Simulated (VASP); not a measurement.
A run of VASP 6.6.1:

The input INCAR:

```
SYSTEM = InAs
PREC = Accurate ; ENCUT = 500
EDIFF = 1E-6 ; ISMEAR = -1
SIGMA = 0.01 ; LREAL = .FALSE.
LASPH = .TRUE. ; NELM = 120
ALGO = Normal ; ISIF = 2
LWAVE = .FALSE. ; LCHARG = .TRUE.
LELF = .TRUE. ; LVHAR = .TRUE.
NBANDS = 16 ; GGA_COMPAT = .FALSE.
```

KPOINTS

```
Automatic mesh
0
G
  1 1 1
  0 0 0
```

File POSCAR:

```
InAs
1.0
    0.0000000000      2.8773040000      2.8773040000
    2.8773040000      0.0000000000      2.8773040000
    2.8773040000      2.8773040000      0.0000000000
In As
1 1
Direct
    0.5000000000      0.5000000000      0.5000000000
    0.0000000000      0.0000000000      0.0000000000
```

Potentials or basis: VASP PAW LDA potentials, release 64 (In_d, As).

Command:

```bash
$ cat potpaw_LDA.64/In_d/POTCAR potpaw_LDA.64/As/POTCAR > POTCAR
$ mpirun -np 1 vasp_gam > vasp.out
```

Hardware: 1 thread of Intel Xeon 8259CL, on a shared host.

Q: Estimate the wall time of this run.

A: Wall time 6.7 s on 1 thread of Intel Xeon 8259CL (shared host), peak memory 0.14 GiB. Counts: scf iterations 13, k points 1.
